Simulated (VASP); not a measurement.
# Zn12C (a cell with a defect) in VASP: further runs

The runs below take Zn12C (a cell with a defect) through single point, relaxation of the atoms, with PBE.

Program: VASP 6.6.1. These are calculated values, not measurements. Logs are shortened: lines on timing, memory, paths and dates and some standing lists are left out, and cuts for length are marked.

## (1) The cell of the first run

The cell holds a defect, 13 atoms: a = 5.320 Å, b = 7.980 Å, c = 4.937 Å, α = 90.00°, β = 90.00°, γ = 120.00°.

## (2) Single point, PBE

Contents of INCAR:

```
SYSTEM = Zn12C
PREC     = Accurate       ! precision mode
ENCUT    = 520            ! plane-wave cutoff, eV
EDIFF    = 1E-7           ! SCF threshold, eV
ISMEAR   = -1             ! smearing method
SIGMA    = 0.1            ! smearing width, eV
LREAL    = .FALSE.        ! projectors in reciprocal space
LASPH    = .TRUE.         ! aspherical terms in the spheres
NELM     = 100            ! most SCF steps
ALGO     = Normal         ! electronic algorithm
ISIF     = 2              ! what is computed and relaxed
LWAVE    = .FALSE.        ! write WAVECAR
LCHARG   = .FALSE.        ! write CHGCAR
GGA      = PE             ! functional
NBANDS   = 86             ! bands
LUSENCCL = .FALSE.
```

Contents of KPOINTS:

```
regular mesh
0
G
  2 2 2
  0 0 0
```

Contents of POSCAR:

```
Zn12C
1.0
    5.3200000000      0.0000000000      0.0000000000
   -3.9900000000      6.9108830000      0.0000000000
    0.0000000000      0.0000000000      4.9369600000
Zn C
12 1
Direct
    0.0290443651      0.0202416321     -0.0145463214
    0.1539581008      0.2202500815      0.5226239710
    0.0219202320      0.3368933441      0.0557498376
    0.1303234061      0.5294099799      0.5599160932
    0.0141944358      0.6573695184      0.0114382348
    0.1718088048      0.8964147154      0.5304796401
    0.5351972112      0.0269968194     -0.0590839999
    0.6439032751      0.2195011876      0.4433534811
    0.5121863353      0.3365088469     -0.0243246006
    0.6377024651      0.5364106638      0.5127538759
    0.4938906394      0.6595028502     -0.0309222954
    0.6514199547      0.8986263865      0.4926861122
    0.8323789745      0.7793193742      0.2495950716
```

Potentials or basis: VASP PAW PBE potentials, release 64 (Zn, C).

Launch:

```sh
> cat potpaw_PBE.64/Zn/POTCAR potpaw_PBE.64/C/POTCAR > POTCAR
> mpirun -np 1 vasp_std > vasp.out
```

OUTCAR:

```text
SYSTEM = Zn12C
   PREC = Accurate
   ENCUT = 520
   EDIFF = 1E-7
   ISMEAR = -1
   LREAL = .FALSE.
   LASPH = .TRUE.
   NELM = 100
   ISIF = 2
   GGA = PE

 ion  position               nearest neighbor table
   1  0.029  0.020  0.985-  13 2.12   9 2.55   3 2.57   7 2.66   2 2.67   7 2.68   6 2.71   5 2.86
                            11 2.86  12 2.99   2 2.99
   2  0.154  0.220  0.523-   4 2.54  10 2.55  12 2.63   6 2.63   8 2.64   1 2.67   3 2.71   8 2.74
                             9 2.78   3 2.99   1 2.99
   3  0.022  0.337  0.056-   1 2.57  11 2.58   5 2.59   8 2.59   7 2.60   9 2.64   2 2.71   9 2.74
                             4 2.79   4 2.83   2 2.99
   4  0.130  0.529  0.560-   2 2.54   8 2.60  11 2.63   5 2.65  10 2.66  10 2.68   3 2.79   6 2.83
                             3 2.83  12 2.88
   5  0.014  0.657  0.011-  13 2.05  11 2.55   3 2.59   9 2.62   4 2.65  11 2.78   1 2.86   7 2.89
                             6 2.89  10 3.01  10 3.02
   6  0.172  0.896  0.530-  13 2.09  12 2.55   8 2.58   7 2.63   2 2.63   1 2.71  12 2.78   4 2.83
                            10 2.86   5 2.89
   7  0.535  0.027  0.941-   9 2.54   3 2.60   6 2.63  12 2.64   1 2.66   1 2.68   8 2.80   8 2.82
                            11 2.83   5 2.89
   8  0.644  0.220  0.443-  10 2.57   6 2.58   3 2.59  12 2.59   4 2.60   2 2.64   9 2.71   2 2.74
                             7 2.80   7 2.82   9 2.99
   9  0.512  0.337  0.976-   7 2.54   1 2.55   5 2.62  11 2.63   3 2.64  10 2.67   8 2.71   3 2.74
                             2 2.78   8 2.99  10 2.99
  10  0.638  0.536  0.513-  13 2.12   2 2.55   8 2.57   4 2.66   9 2.67   4 2.68  11 2.72  12 2.86
                             6 2.86   9 2.99   5 3.01   5 3.02
  11  0.494  0.660  0.969-  13 2.09   5 2.55   3 2.58   4 2.63   9 2.63  10 2.72   5 2.78   7 2.83
                             1 2.86  12 2.88
  12  0.651  0.899  0.493-  13 2.05   6 2.55   8 2.59   2 2.63   7 2.64   6 2.78  10 2.86  11 2.88
                             4 2.88   1 2.99
  13  0.832  0.779  0.250-  12 2.05   5 2.05  11 2.09   6 2.09   1 2.12  10 2.12

  LATTYP: Found a simple monoclinic cell.
 ALAT       =     5.3200000000
 B/A-ratio  =     0.9280000000
 C/A-ratio  =     1.3228757068
 COS(beta)  =    -0.1889822292

  Lattice vectors:

 A1 = (   5.3200000000,   0.0000000000,   0.0000000000)
 A2 = (   0.0000000000,   0.0000000000,   4.9369600000)
 A3 = (  -1.3300000000,  -6.9108830000,   0.0000000000)

Analysis of symmetry for initial positions (statically):
=====================================================================
 Subroutine PRICEL returns:
 Original cell was already a primitive cell.

 Routine SETGRP: Setting up the symmetry group for a
 simple monoclinic supercell.

 Subroutine GETGRP returns: Found  1 space group operations
 (whereof  1 operations were pure point group operations)
 out of a pool of  4 trial point group operations.

The static configuration has the point symmetry C_1 .

Analysis of symmetry for dynamics (positions and initial velocities):
=====================================================================
 Subroutine PRICEL returns:
 Original cell was already a primitive cell.

 Routine SETGRP: Setting up the symmetry group for a
 simple monoclinic supercell.

 Subroutine GETGRP returns: Found  1 space group operations
 (whereof  1 operations were pure point group operations)
 out of a pool of  4 trial point group operations.

The dynamic configuration has the point symmetry C_1 .

 Subroutine INISYM returns: Found  1 space group operations
 (whereof  1 operations are pure point group operations),
 and found     1 'primitive' translations

----------------------------------------------------------------------------------------

                                     Primitive cell

  volume of cell :     181.5118

  direct lattice vectors                    reciprocal lattice vectors
     5.320000000  0.000000000  0.000000000     0.187969925  0.108524482 -0.000000000
    -3.990000000  6.910883000  0.000000000     0.000000000  0.144699310  0.000000000
     0.000000000  0.000000000  4.936960000     0.000000000 -0.000000000  0.202553798

  length of vectors
     5.320000000  7.980000241  4.936960000     0.217048971  0.144699310  0.202553798

  position of ions in fractional coordinates (direct lattice)
     0.029044365  0.020241632  0.985453679
     0.153958101  0.220250081  0.522623971
     0.021920232  0.336893344  0.055749838
[... 39 lines left out ...]
     0.000000000  0.072349655  0.000000000     0.000000000  0.500000000  0.000000000
     0.000000000 -0.000000000  0.101276899     0.000000000  0.000000000  0.500000000

  Length of vectors
     0.108524486  0.072349655  0.101276899

  Shift w.r.t. Gamma in fractional coordinates (k-lattice)
     0.000000000  0.000000000  0.000000000

 Subroutine IBZKPT returns following result:
 ===========================================

 Found      8 irreducible k-points:

 Following reciprocal coordinates:
            Coordinates               Weight
  0.000000  0.000000  0.000000      1.000000
  0.500000  0.000000  0.000000      1.000000
  0.000000  0.500000  0.000000      1.000000
  0.500000  0.500000  0.000000      1.000000
  0.000000  0.000000  0.500000      1.000000
  0.500000  0.000000  0.500000      1.000000
  0.000000  0.500000  0.500000      1.000000
  0.500000  0.500000  0.500000      1.000000
   k-points           NKPTS =      8   k-points in BZ     NKDIM =      8   number of bands    NBANDS=     86
   number of dos      NEDOS =    301   number of ions     NIONS =     13
   total plane-waves  NPLWV =  96000
   dimension x,y,z NGX =    40 NGY =   60 NGZ =   40
   dimension x,y,z NGXF=    80 NGYF=  120 NGZF=   80
   ions per type =              12   1
   NGX,Y,Z   is equivalent  to a cutoff of  12.50, 12.50, 13.47 a.u.
   NGXF,Y,Z  is equivalent  to a cutoff of  25.00, 25.00, 26.94 a.u.
 SYSTEM =  Zn12C
   PREC   = accura    normal or accurate (medium, high low for compatibility)
   ISTART =      0    job   : 0-new  1-cont  2-samecut
   ICHARG =      2    charge: 1-file 2-atom 10-const
   ISPIN  =      1    spin polarized calculation?
   LNONCOLLINEAR =      F non collinear calculations
   LSORBIT =      F    spin-orbit coupling
   LASPH  =      T    aspherical Exc in radial PAW
   ENCUT  =  520.0 eV  38.22 Ry    6.18 a.u.   9.89 14.84  9.18*2*pi/ulx,y,z
   NELM   =    100;   NELMIN=  2; NELMDL= -5     # of ELM steps
   EDIFF  = 0.1E-06   stopping-criterion for ELM
   LREAL  =      F    real-space projection
   EDIFFG = 0.1E-05   stopping-criterion for IOM
   NSW    =      0    number of steps for IOM
   IBRION =     -1    ionic relax: 0-MD 1-quasi-New 2-CG
   NFREE  =      0    steps in history (QN), initial steepest desc. (CG)
   ISIF   =      2    stress and relaxation
   ISYM   =      2    0-nonsym 1-usesym 2-fastsym
   POTIM  = 0.5000    time-step for ionic-motion
   TEBEG  =    0.0;   TEEND  =   0.0 temperature during run
   PSTRESS=    0.0 pullay stress
   NELECT =     148.0000    total number of electrons
   NUPDOWN=      -1.0000    fix difference up-down
   EMIN   =  10.00;   EMAX   =-10.00  energy-range for DOS
   EFERMI =   0.00;   METHOD = LEGACY
   ISMEAR =    -1;   SIGMA  =   0.10  broadening in eV -4-tet -1-fermi 0-gaus
   EFERMI_NEDOS =   21; number of points for ismear=-14 and -15
   IALGO  =     38    algorithm
   IMIX   =      4    mixing-type and parameters
     AMIX     =   0.40;   BMIX     =  1.00
     AMIX_MAG =   1.60;   BMIX_MAG =  1.00
  volume/ion in A,a.u.               =      13.96        94.22
  Fermi-wavevector in a.u.,A,eV,Ry     =   1.529421  2.890187 31.825790  2.339130
  Thomas-Fermi vector in A             =   2.637045
   LORBIT       =      0    0 simple, 1 ext, 2 COOP (PROOUT), +10 PAW based schemes
   GGA     = PE    functional components
   LHFCALC =     F    Hartree Fock is set to
   AEXX    =    0.0000 exact exchange contribution
   IVDW    =     0    specifies the selected vdW correction
   LEPSILON=     F    determine dielectric tensor
   LRPA    =     F    only Hartree local field effects (RPA)
 non-spin polarized calculation
  energy-cutoff  :      520.00
  volume of cell :      181.51
 maximum number of plane-waves:      4912
 NGX is ok and might be reduce to    40
   NGX = 19   NGY = 29   NGZ = 19

 number of electron     148.0000004 magnetization

 Free energy of the ion-electron system (eV)
  ---------------------------------------------------
  ext. energy  EPLUGINS =         0.00000000
  ---------------------------------------------------
  free energy    TOTEN  =       -19.74696161 eV

  energy without entropy =      -19.65169997  energy(sigma->0) =      -19.69933079

 E-fermi :   3.4844     XC(G=0): -11.7771

 val. band max:        3.4275367774   @ k =   0.5000   0.5000   0.0000
 cond. band min:       3.6027138196   @ k =   0.5000   0.5000   0.0000
 fundamental gap:      0.1751770423
 Fermi energy:         3.4843784623

 k-point     1 :       0.0000    0.0000    0.0000
  band No.  band energies     occupation
      1      -9.3072      2.00000
      2      -6.2786      2.00000
      3      -5.4405      2.00000
      4      -5.1606      2.00000
      5      -5.0131      2.00000
      6      -4.9532      2.00000
[... 701 lines left out ...]
     85       8.9089      0.00000
     86       9.0445      0.00000

------------------------ aborting loop because EDIFF is reached ----------------------------------------

  FORCE on cell =-STRESS in cart. coord.  units (eV):
  Direction    XX          YY          ZZ          XY          YZ          ZX
  --------------------------------------------------------------------------------------
  -------------------------------------------------------------------------------------
  Total        6.3859978      7.5614917     10.1110975      1.0688139      1.7206404      0.2863699
  in kB       56.3682522     66.7441614     89.2491521      9.4342613     15.1878369      2.5277441
  external PRESSURE =      70.7871886 kB  Pullay stress =       0.0000000 kB

 VOLUME and BASIS-vectors are now :
 -----------------------------------------------------------------------------
  energy-cutoff  :      520.00
  volume of cell :      181.51
      direct lattice vectors                 reciprocal lattice vectors
     5.320000000  0.000000000  0.000000000     0.187969925  0.108524482 -0.000000000
    -3.990000000  6.910883000  0.000000000     0.000000000  0.144699310  0.000000000
     0.000000000  0.000000000  4.936960000     0.000000000 -0.000000000  0.202553798

 POSITION                                       TOTAL-FORCE (eV/Angst)
 -----------------------------------------------------------------------------------
      0.07375      0.13989      4.86515         0.021668      0.021142      0.037336
     -0.05974      1.52212      2.58017        -0.011083      0.009113      0.027725
     -1.22759      2.32823      0.27523         0.010498     -0.003211      0.004733
     -1.41903      3.65869      2.76428        -0.005673      0.003362      0.004256
     -2.54739      4.54300      0.05647         0.032981      0.025492     -0.027601
     -2.66267      6.19502      2.61896         0.000351     -0.013649     -0.042565
      2.73953      0.18657      4.64526         0.006114     -0.005172     -0.004091
      2.54976      1.51695      2.18882        -0.007935      0.003513     -0.002085
      1.38216      2.32557      4.81687         0.011820     -0.011254     -0.026867
      1.25230      3.70707      2.53145        -0.038790     -0.010847     -0.039018
     -0.00392      4.55775      4.78430        -0.008797      0.024276      0.039607
     -0.11997      6.21030      2.43237        -0.038979     -0.020186      0.019224
      1.31877      5.38579      1.23224         0.027825     -0.022579      0.009346
 -----------------------------------------------------------------------------------
    total drift:                                0.000192      0.001150      0.000195

  FREE ENERGIE OF THE ION-ELECTRON SYSTEM (eV)
  ---------------------------------------------------
  free  energy   TOTEN  =       -19.7469616091 eV

  energy  without entropy=      -19.6516999731  energy(sigma->0) =      -19.69933079
```

It took 36 s on 1 × NVIDIA H100 80GB with 1 thread of AMD EPYC 7R13 (Zen 3), shared host; peak memory 1.3 GiB.

What came out:

- Free energy: -19.7470 eV
- Pressure: 7.1 GPa
- Largest force: 0.056 eV/Å
- Band gap on the k mesh: zero (bands 74 and 75 overlap by 1.48 eV)

Forces in eV/Å, atoms in the order of the input:
```
Zn   0.022  0.021  0.037
Zn  -0.011  0.009  0.028
Zn   0.010 -0.003  0.005
Zn  -0.006  0.003  0.004
Zn   0.033  0.025 -0.028
Zn   0.000 -0.014 -0.043
Zn   0.006 -0.005 -0.004
Zn  -0.008  0.004 -0.002
Zn   0.012 -0.011 -0.027
Zn  -0.039 -0.011 -0.039
Zn  -0.009  0.024  0.040
Zn  -0.039 -0.020  0.019
C    0.028 -0.023  0.009
```

Caveat: the k points lie up to 0.64 Å⁻¹ apart, too coarse for converged energies and pressures of a metal.

## (3) Relaxation of the atoms, PBE

Contents of INCAR:

```
SYSTEM = Zn12C
PREC = Accurate ; ENCUT = 520
EDIFF = 1E-7 ; ISMEAR = -1
SIGMA = 0.1 ; LREAL = .False.
LASPH = .True. ; NELM = 100
ALGO = Normal ; ISIF = 2
LWAVE = .False. ; LCHARG = .False.
GGA = PE ; IBRION = 2
NSW = 45 ; EDIFFG = -0.08
LUSENCCL = .False.
```

Contents of KPOINTS:

```
Automatic mesh
0
Gamma
  2 2 2
  0 0 0
```

Contents of POSCAR:

```
Zn12C
1.0
    5.3200000000      0.0000000000      0.0000000000
   -3.9900000000      6.9108830000      0.0000000000
    0.0000000000      0.0000000000      4.9369600000
Zn C
12 1
Direct
    0.0000000000      0.0000000000      0.0000000000
    0.1666667000      0.2222222000      0.5000000000
    0.0000000000      0.3333333000      0.0000000000
    0.1666667000      0.5555556000      0.5000000000
    0.0000000000      0.6666667000      0.0000000000
    0.1666667000      0.8888889000      0.5000000000
    0.5000000000      0.0000000000      0.0000000000
    0.6666667000      0.2222222000      0.5000000000
    0.5000000000      0.3333333000      0.0000000000
    0.6666667000      0.5555556000      0.5000000000
    0.5000000000      0.6666667000      0.0000000000
    0.6666667000      0.8888889000      0.5000000000
    0.8279280000      0.7841120000      0.2497191000
```

Potentials or basis: VASP PAW PBE potentials, release 64 (Zn, C).

Launch:

```sh
> cat potpaw_PBE.64/Zn/POTCAR potpaw_PBE.64/C/POTCAR > POTCAR
> mpirun -np 1 vasp_std > vasp.out
```

Wall time 4.8 min (1 × NVIDIA H100 80GB with 1 thread of AMD EPYC 7R13 (Zen 3), shared host); peak memory 1.3 GiB.

Results (log left out):

```yaml
Free_energy: -19.7336 eV
Energy_gained_by_relaxing: 72.9 meV/atom
Ionic_steps: 15
Pressure_after_relaxing: 7.0 GPa
Largest_force_after_relaxing: 0.066 eV/Å
Band_gap_on_the_k_mesh: zero (bands 74 and 75 overlap by 1.47 eV)
```

Forces in eV/Å, atoms in the order of the input:
```
Zn   0.038 -0.025  0.046
Zn  -0.038 -0.019 -0.003
Zn   0.013 -0.044  0.018
Zn  -0.032 -0.048 -0.028
Zn  -0.029  0.022  0.010
Zn  -0.014  0.016 -0.012
Zn   0.041  0.044  0.027
Zn  -0.020  0.043 -0.024
Zn   0.048  0.023  0.013
Zn  -0.026  0.019 -0.049
Zn   0.014 -0.026  0.008
Zn   0.020 -0.015  0.004
C   -0.014  0.010 -0.011
```

Stress tensor (GPa, compression positive):
```
5.69 1.00 0.22
1.00 6.47 1.48
0.22 1.48 8.91
```

The path:
```tsv
step	energy change (eV)	largest force (eV/Å)	pressure (GPa)
1	0.0000	2.3274	9.31
2	-0.7305	0.6533	6.97
3	-0.7817	0.5180	6.64
4	-0.7820	0.4792	6.65
5	-0.8314	0.2639	6.56
6	-0.8523	0.2206	6.58
7	-0.8673	0.2000	6.58
8	-0.8782	0.2780	6.66
9	-0.8897	0.2062	6.65
10	-0.9049	0.2076	6.69
11	-0.9152	0.1561	6.68
12	-0.9222	0.1661	6.74
13	-0.9330	0.1326	6.80
14	-0.9407	0.1184	6.96
15	-0.9473	0.0661	7.02
```

Final structure:
```cif
data_structure
_symmetry_space_group_name_H-M 'P 1'
_symmetry_Int_Tables_number 1
_cell_length_a 5.3200
_cell_length_b 7.9800
_cell_length_c 4.9370
_cell_angle_alpha 90.000
_cell_angle_beta 90.000
_cell_angle_gamma 120.000
_cell_volume 181.51
loop_
_atom_site_label
_atom_site_type_symbol
_atom_site_fract_x
_atom_site_fract_y
_atom_site_fract_z
_atom_site_occupancy
Zn1 Zn 0.01670 0.01869 0.97748 1
Zn2 Zn 0.16495 0.22377 0.51221 1
Zn3 Zn 0.01067 0.33515 0.04666 1
Zn4 Zn 0.14578 0.53490 0.55546 1
Zn5 Zn 0.00847 0.65547 0.00187 1
Zn6 Zn 0.17709 0.89808 0.52161 1
Zn7 Zn 0.51978 0.02187 0.94460 1
Zn8 Zn 0.65524 0.22149 0.45347 1
Zn9 Zn 0.50016 0.33259 0.98671 1
Zn10 Zn 0.64803 0.53776 0.52339 1
Zn11 Zn 0.48959 0.65901 0.97930 1
Zn12 Zn 0.65774 0.90089 0.49651 1
C1 C 0.83373 0.77776 0.25045 1
```

Levels at points of the mesh, in eV from the Fermi level:
```tsv
k point	band 71	band 72	band 73	band 74	band 75	band 76	band 77	band 78
(0.00, 0.00, 0.00)	-1.92	-0.88	-0.80	-0.54	0.52	0.55	1.09	1.60
(0.50, 0.00, 0.00)	-1.76	-1.51	-1.19	-0.56	-0.37	0.16	0.89	1.99
(0.00, 0.50, 0.00)	-2.67	-2.56	-1.06	-0.10	0.45	0.71	1.34	1.48
(0.50, 0.50, 0.00)	-1.35	-1.03	-0.26	-0.04	0.07	0.66	1.28	1.64
(0.00, 0.00, 0.50)	-2.38	-2.08	-1.21	-0.43	-0.29	0.73	1.64	2.44
(0.50, 0.00, 0.50)	-1.79	-0.95	-0.85	0.61	0.99	1.78	1.79	2.30
(0.00, 0.50, 0.50)	-2.26	-1.73	-1.19	-0.90	-0.69	0.17	0.46	1.65
(0.50, 0.50, 0.50)	-3.30	-2.98	0.16	0.78	1.44	2.28	4.18	4.30
```

Caveat: the k points lie up to 0.64 Å⁻¹ apart, too coarse for converged energies and pressures of a metal; the relaxation stopped at a loose force limit of 0.08 eV/Å, so its end isn't a converged minimum.

The gap in the log of VASP goes by the Fermi energy; the results here count the filled bands.